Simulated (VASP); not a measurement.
Write the native input for VASP 6.6.1 that does the following.

| Item | Value |
| --- | --- |
| Task | single point |
| Functional | PBE |
| Potentials or basis | VASP PAW PBE potentials, release 64 (K_sv, Cd, C, O, F) |
| Cutoff | 520 eV |
| k mesh | 2 × 2 × 1 |
| Occupations | fermi-dirac, width 0.002 eV |
| Spin | no spin polarisation |
| Dipole correction | no |
| Further INCAR settings | ALGO = Normal; EDIFF = 1e-06; NBANDS = 63 |

The structure of KCdCO3F lies in POSCAR:

```
KCdCO3F
1.0
    5.2375980000      0.0000000000      0.0000000000
   -2.6187990000      4.5358930000      0.0000000000
    0.0000000000      0.0000000000      9.0229200000
K Cd C O F
2 2 2 6 2
Direct
    0.6860511814      0.2851919126      0.4946846475
    0.7355868992      0.4906861780      0.0031586227
   -0.0132490044      0.0135585209      0.2418729192
   -0.0428765346     -0.0440927509      0.7699724701
    0.3416739009      0.6374488993      0.2410638685
    0.3487334215      0.6721498942      0.7651181657
    0.3472569431      0.8336616406      0.1651017631
    0.5491135292      0.5842509953      0.2618331981
    0.0727952614      0.4382819436      0.2767729294
    0.1441374309      0.6884201193      0.8305071972
    0.3432670750      0.4082768266      0.7477401994
    0.5500190252      0.8980370569      0.6878482797
   -0.0173456165     -0.1028904341      0.4906172281
   -0.0367719303      0.0097004052      0.0068381411
```

These files were run (other wordings do the same):

INCAR

```
SYSTEM = KCdCO3F
PREC     = Accurate       ! precision mode
ENCUT    = 520            ! plane-wave cutoff, eV
EDIFF    = 1E-6           ! SCF threshold, eV
ISMEAR   = -1             ! smearing method
SIGMA    = 0.002          ! smearing width, eV
LREAL    = .False.        ! projectors in reciprocal space
LASPH    = .True.         ! aspherical terms in the spheres
NELM     = 100            ! most SCF steps
ALGO     = Normal         ! electronic algorithm
ISIF     = 2              ! what is computed and relaxed
LWAVE    = .False.        ! write WAVECAR
LCHARG   = .False.        ! write CHGCAR
GGA      = PE             ! functional
NBANDS   = 63             ! bands
```

KPOINTS

```
regular mesh
0
Gamma
  2 2 1
  0 0 0
```

Potentials or basis: VASP PAW PBE potentials, release 64 (K_sv, Cd, C, O, F).

The run is started by

```bash
$ cat potpaw_PBE.64/K_sv/POTCAR potpaw_PBE.64/Cd/POTCAR potpaw_PBE.64/C/POTCAR potpaw_PBE.64/O/POTCAR potpaw_PBE.64/F/POTCAR > POTCAR
$ mpirun -np 1 vasp_std > vasp.out
```

Results of the run:

```
Pressure               : 6.2 GPa
Largest force          : 5.294 eV/Å
Band gap on the k mesh : 2.46 eV, indirect (least direct gap 2.57 eV)
```

Caveat: the k points lie up to 0.70 Å⁻¹ apart; forces of over 1 eV/Å act on the atoms, so gaps and moduli don't describe the material at rest.

Run time: 60 s on 1 thread of Intel(R) Xeon(R) Platinum 8488C (Sapphire Rapids), on a shared host, peak memory 0.35 GiB.
